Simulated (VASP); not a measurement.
# LiH in VASP: notebook

The runs below take LiH through single point, with r2SCAN, HSE06.

Everything below comes from runs of VASP 6.6.1. Logs are shortened: lines on timing, memory, paths and dates and some standing lists are left out, and cuts for length are marked.

## (1) The cell of the first run

Symmetry: P4/mmm, No. 123, tetragonal system. Conventional cell: a = 2.502 Å, b = 2.502 Å, c = 2.430 Å, α = 90.00°, β = 90.00°, γ = 90.00°. Within 2.8 Å of Li (site symmetry 4/mmm) lie 8 H at 2.15 Å and 6 Li at 2.43 to 2.50 Å. H (site symmetry 4/mmm) has 8 Li at 2.15 Å and 6 H at 2.43 to 2.50 Å within 2.8 Å.

## (2) Single point, r2SCAN (uniaxial z strain -2.9%)

Contents of POSCAR:

```
LiH
1.0
    2.5016587112      0.0000000000      0.0000000000
    0.0000000000      2.5016587112      0.0000000000
    0.0000000000      0.0000000000      2.4301112721
Li H
1 1
Direct
    0.0000000000      0.0000000000      0.0000000000
    0.5000000000      0.5000000000      0.5000000000
```

Contents of INCAR.step1:

```
  PREC = Accurate
  ENCUT = 520
  ISMEAR = 0
  SIGMA = 0.01
  LREAL = F
  LASPH = T
  NELM = 60
  NBANDS = 9
  GGA = PE
  ALGO = Normal
  EDIFF = 1E-4
  LWAVE = T
  LCHARG = F
```

Contents of INCAR.step2:

```
  PREC = Accurate
  ENCUT = 520
  EDIFF = 1E-6
  ISMEAR = 0
  SIGMA = 0.01
  LREAL = F
  LASPH = T
  NELM = 60
  ALGO = Normal
  ISIF = 2
  LWAVE = F
  LCHARG = F
  METAGGA = R2SCAN
  LMIXTAU = T
  NBANDS = 9
  ISTART = 1
```

Contents of KPOINTS:

```
regular mesh
0
Gamma
  10 10 10
```

Potentials or basis: VASP PAW PBE potentials, release 64 (Li_sv, H).

Started as:

```sh
cat potpaw_PBE.64/Li_sv/POTCAR potpaw_PBE.64/H/POTCAR > POTCAR
cp INCAR.step1 INCAR
mpirun -np 1 vasp_std > vasp.out
cp INCAR.step2 INCAR
mpirun -np 1 vasp_std > vasp.out
```

OUTCAR:

```text
PREC = Accurate
   ENCUT = 520
   EDIFF = 1E-6
   ISMEAR = 0
   LREAL = F
   LASPH = T
   NELM = 60
   ISIF = 2
   METAGGA = R2SCAN
   ISTART = 1

 ion  position               nearest neighbor table
   1  0.000  0.000  0.000-
   2  0.500  0.500  0.500-

  LATTYP: Found a simple tetragonal cell.
 ALAT       =     2.5016587112
 C/A-ratio  =     0.9714000000

  Lattice vectors:

 A1 = (   2.5016587112,   0.0000000000,   0.0000000000)
 A2 = (   0.0000000000,   2.5016587112,   0.0000000000)
 A3 = (   0.0000000000,   0.0000000000,   2.4301112721)

Analysis of symmetry for initial positions (statically):
=====================================================================
 Subroutine PRICEL returns:
 Original cell was already a primitive cell.

 Routine SETGRP: Setting up the symmetry group for a
 simple tetragonal supercell.

 Subroutine GETGRP returns: Found 16 space group operations
 (whereof 16 operations were pure point group operations)
 out of a pool of 16 trial point group operations.

The static configuration has the point symmetry D_4h.

Analysis of symmetry for dynamics (positions and initial velocities):
=====================================================================
 Subroutine PRICEL returns:
 Original cell was already a primitive cell.

 Routine SETGRP: Setting up the symmetry group for a
 simple tetragonal supercell.

 Subroutine GETGRP returns: Found 16 space group operations
 (whereof 16 operations were pure point group operations)
 out of a pool of 16 trial point group operations.

The dynamic configuration has the point symmetry D_4h.

 Subroutine INISYM returns: Found 16 space group operations
 (whereof 16 operations are pure point group operations),
 and found     1 'primitive' translations

----------------------------------------------------------------------------------------

                                     Primitive cell

  volume of cell :      15.2084

  direct lattice vectors                    reciprocal lattice vectors
     2.501658711  0.000000000  0.000000000     0.399734782  0.000000000  0.000000000
     0.000000000  2.501658711  0.000000000     0.000000000  0.399734782  0.000000000
     0.000000000  0.000000000  2.430111272     0.000000000  0.000000000  0.411503791

  length of vectors
     2.501658711  2.501658711  2.430111272     0.399734782  0.399734782  0.411503791

  position of ions in fractional coordinates (direct lattice)
     0.000000000  0.000000000  0.000000000
     0.500000000  0.500000000  0.500000000

  ion indices of the primitive-cell ions
   primitive index   ion index
                 1           1
                 2           2

----------------------------------------------------------------------------------------

 KPOINTS: regular mesh

Automatic generation of k-mesh.
 Grid dimensions read from file:
 generate k-points for:   10   10   10

 Generating k-lattice:

  Cartesian coordinates                     Fractional coordinates (reciprocal lattice)
     0.039973478  0.000000000  0.000000000     0.100000000  0.000000000  0.000000000
     0.000000000  0.039973478  0.000000000     0.000000000  0.100000000  0.000000000
     0.000000000  0.000000000  0.041150379     0.000000000  0.000000000  0.100000000

  Length of vectors
     0.039973478  0.039973478  0.041150379

  Shift w.r.t. Gamma in fractional coordinates (k-lattice)
     0.000000000  0.000000000  0.000000000

 Subroutine IBZKPT returns following result:
 ===========================================

 Found    126 irreducible k-points:

 Following reciprocal coordinates:
            Coordinates               Weight
  0.000000  0.000000  0.000000      1.000000
  0.100000  0.000000  0.000000      4.000000
  0.200000  0.000000  0.000000      4.000000
  0.300000  0.000000  0.000000      4.000000
  0.400000  0.000000  0.000000      4.000000
  0.500000  0.000000  0.000000      2.000000
[... 16 lines left out ...]
  0.100000  0.000000  0.100000      8.000000
  0.200000  0.000000  0.100000      8.000000
 [... further k-points ...]
   k-points           NKPTS =    126   k-points in BZ     NKDIM =    126   number of bands    NBANDS=      9
   number of dos      NEDOS =    301   number of ions     NIONS =      2
   total plane-waves  NPLWV =   7200
   dimension x,y,z NGX =    20 NGY =   20 NGZ =   18
   dimension x,y,z NGXF=    40 NGYF=   40 NGZF=   36
   ions per type =               1   1
   NGX,Y,Z   is equivalent  to a cutoff of  13.29, 13.29, 12.31 a.u.
   NGXF,Y,Z  is equivalent  to a cutoff of  26.58, 26.58, 24.63 a.u.
 SYSTEM =  unknown system
   PREC   = accura    normal or accurate (medium, high low for compatibility)
   ISTART =      1    job   : 0-new  1-cont  2-samecut
   ICHARG =      0    charge: 1-file 2-atom 10-const
   ISPIN  =      1    spin polarized calculation?
   LNONCOLLINEAR =      F non collinear calculations
   LSORBIT =      F    spin-orbit coupling
   LASPH  =      T    aspherical Exc in radial PAW
   ENCUT  =  520.0 eV  38.22 Ry    6.18 a.u.   4.65  4.65  4.52*2*pi/ulx,y,z
   NELM   =     60;   NELMIN=  2; NELMDL=  0     # of ELM steps
   EDIFF  = 0.1E-05   stopping-criterion for ELM
   LREAL  =      F    real-space projection
   EDIFFG = 0.1E-04   stopping-criterion for IOM
   NSW    =      0    number of steps for IOM
   IBRION =     -1    ionic relax: 0-MD 1-quasi-New 2-CG
   NFREE  =      0    steps in history (QN), initial steepest desc. (CG)
   ISIF   =      2    stress and relaxation
   ISYM   =      2    0-nonsym 1-usesym 2-fastsym
   POTIM  = 0.5000    time-step for ionic-motion
   TEBEG  =    0.0;   TEEND  =   0.0 temperature during run
   PSTRESS=    0.0 pullay stress
   NELECT =       4.0000    total number of electrons
   NUPDOWN=      -1.0000    fix difference up-down
   EMIN   =  10.00;   EMAX   =-10.00  energy-range for DOS
   EFERMI =   0.00;   METHOD = LEGACY
   ISMEAR =     0;   SIGMA  =   0.01  broadening in eV -4-tet -1-fermi 0-gaus
   EFERMI_NEDOS =   21; number of points for ismear=-14 and -15
   IALGO  =     38    algorithm
   IMIX   =      4    mixing-type and parameters
     AMIX     =   0.40;   BMIX     =  1.00
     AMIX_MAG =   1.60;   BMIX_MAG =  1.00
  volume/ion in A,a.u.               =       7.60        51.32
  Fermi-wavevector in a.u.,A,eV,Ry     =   1.048900  1.982134 14.969009  1.100191
  Thomas-Fermi vector in A             =   2.183841
   LORBIT       =      0    0 simple, 1 ext, 2 COOP (PROOUT), +10 PAW based schemes
   METAGGA = R2SCAN    functional components
   LHFCALC =     F    Hartree Fock is set to
   AEXX    =    0.0000 exact exchange contribution
   IVDW    =     0    specifies the selected vdW correction
   LEPSILON=     F    determine dielectric tensor
   LRPA    =     F    only Hartree local field effects (RPA)
 non-spin polarized calculation
 Gauss-broadening in eV      SIGMA  =   0.01
  energy-cutoff  :      520.00
  volume of cell :       15.21
 maximum number of plane-waves:       429
 NGX is ok and might be reduce to    20
   NGX =  9   NGY =  9   NGZ =  9

 number of electron       4.0000011 magnetization

 Free energy of the ion-electron system (eV)
  ---------------------------------------------------
  ext. energy  EPLUGINS =         0.00000000
  ---------------------------------------------------
  free energy    TOTEN  =        -6.33222844 eV

  energy without entropy =       -6.33222844  energy(sigma->0) =       -6.33222844

 E-fermi :   3.8936     XC(G=0):  -9.1271

 val. band max:        3.7111038745   @ k =   0.5000   0.5000   0.5000
 cond. band min:       4.8975389211   @ k =   0.5000   0.0000   0.0000
 fundamental gap:      1.1864350465
 Fermi energy:         3.8936443788

 k-point     1 :       0.0000    0.0000    0.0000
  band No.  band energies     occupation
      1     -46.1733      2.00000
      2      -5.6133      2.00000
      3      16.4710      0.00000
      4      16.4710      0.00000
      5      17.8386      0.00000
      6      18.0175      0.00000
      7      19.5493      0.00000
      8      20.5437      0.00000
      9      38.3814      0.00000

 k-point     2 :       0.1000    0.0000    0.0000
  band No.  band energies     occupation
      1     -46.1684      2.00000
      2      -5.4618      2.00000
      3      13.6207      0.00000
      4      16.7136      0.00000
      5      18.0793      0.00000
      6      18.1529      0.00000
      7      20.5576      0.00000
      8      22.8682      0.00000
      9      36.0146      0.00000

 k-point     3 :       0.2000    0.0000    0.0000
  band No.  band energies     occupation
      1     -46.1556      2.00000
      2      -5.0281      2.00000
      3      10.2884      0.00000
      4      17.4372      0.00000
      5      17.8038      0.00000
      6      18.7977      0.00000
      7      21.2772      0.00000
      8      27.7046      0.00000
      9      32.2978      0.00000

 k-point     4 :       0.3000    0.0000    0.0000
  band No.  band energies     occupation
      1     -46.1398      2.00000
      2      -4.3898      2.00000
      3       7.5407      0.00000
      4      17.3231      0.00000
      5      18.6249      0.00000
      6      19.9761      0.00000
      7      22.4794      0.00000
      8      28.7875      0.00000
      9      30.1320      0.00000
[... 205 lines left out ...]
 k-point    22 :       0.0000    0.0000    0.1000
  band No.  band energies     occupation
      1     -46.1670      2.00000
      2      -5.4457      2.00000
      3      14.6758      0.00000
      4      16.7294      0.00000
      5      16.7294      0.00000
      6      17.8927      0.00000
      7      19.8138      0.00000
      8      24.2150      0.00000
      9      36.6953      0.00000

 k-point    23 :       0.1000    0.0000    0.1000
  band No.  band energies     occupation
      1     -46.1623      2.00000
      2      -5.2905      2.00000
      3      13.6140      0.00000
      4      15.0655      0.00000
      5      16.9705      0.00000
      6      18.2575      0.00000
      7      22.4418      0.00000
      8      24.7698      0.00000
      9      34.8373      0.00000

 k-point    24 :       0.2000    0.0000    0.1000
  band No.  band energies     occupation
      1     -46.1496      2.00000
      2      -4.8451      2.00000
      3      10.3802      0.00000
      4      15.3885      0.00000
      5      17.6932      0.00000
      6      18.2497      0.00000
      7      24.3519      0.00000
      8      28.2514      0.00000
      9      31.4141      0.00000

 [... further k-points ...]

------------------------ aborting loop because EDIFF is reached ----------------------------------------

  FORCE on cell =-STRESS in cart. coord.  units (eV):
  Direction    XX          YY          ZZ          XY          YZ          ZX
  --------------------------------------------------------------------------------------
  -------------------------------------------------------------------------------------
  Total       -0.1834117     -0.1834117      0.4715699      0.0000000     -0.0000000      0.0000000
  in kB      -19.3221493    -19.3221493     49.6791707      0.0000000     -0.0000000      0.0000000
  external PRESSURE =       3.6782907 kB  Pullay stress =       0.0000000 kB

 VOLUME and BASIS-vectors are now :
 -----------------------------------------------------------------------------
  energy-cutoff  :      520.00
  volume of cell :       15.21
      direct lattice vectors                 reciprocal lattice vectors
     2.501658711  0.000000000  0.000000000     0.399734782  0.000000000  0.000000000
     0.000000000  2.501658711  0.000000000     0.000000000  0.399734782  0.000000000
     0.000000000  0.000000000  2.430111272     0.000000000  0.000000000  0.411503791

 POSITION                                       TOTAL-FORCE (eV/Angst)
 -----------------------------------------------------------------------------------
      0.00000      0.00000      0.00000         0.000000      0.000000      0.000000
      1.25083      1.25083      1.21506         0.000000      0.000000      0.000000
 -----------------------------------------------------------------------------------
    total drift:                                0.000000      0.000000      0.000000

  FREE ENERGIE OF THE ION-ELECTRON SYSTEM (eV)
  ---------------------------------------------------
  free  energy   TOTEN  =        -6.3322284394 eV

  energy  without entropy=       -6.3322284394  energy(sigma->0) =       -6.33222844
```

Run time: 87 s. Hardware: 1 thread of Intel Xeon 8259CL, shared host; peak memory 0.13 GiB.

Results:

* Free energy: -6.3322 eV
* Band gap on the k mesh: 1.19 eV (least direct gap 4.82 eV)

Levels at points of the mesh, in eV from the valence-band top:
| k point | band 1 | band 2 | band 3 | band 4 | band 5 |
| --- | --- | --- | --- | --- | --- |
| (0.00, 0.00, 0.00) | -49.88 | -9.32 | 12.76 | 12.76 | 14.13 |
| (0.50, 0.00, 0.00) | -49.83 | -7.15 | 1.19 | 13.08 | 17.73 |
| (0.50, 0.50, 0.00) | -49.79 | -3.15 | 1.76 | 1.76 | 10.50 |
| (0.00, 0.00, 0.50) | -49.82 | -6.87 | 1.52 | 12.63 | 18.14 |
| (0.50, 0.00, 0.50) | -49.77 | -2.86 | 1.96 | 2.17 | 10.77 |
| (0.50, 0.50, 0.50) | -49.73 | 0.00 | 7.36 | 7.67 | 7.67 |

Caveat: the cell differs from its parent crystal (uniaxial z strain -2.9%); the cutoff is under 1.25 times the usual one of these potentials, so pressure, stress and relaxed cells hold a basis-set (Pulay) error; the PAW data sets were made with another functional, which shifts forces and pressure a little. A k mesh can miss the band edges.

[end of part 1 of 2]
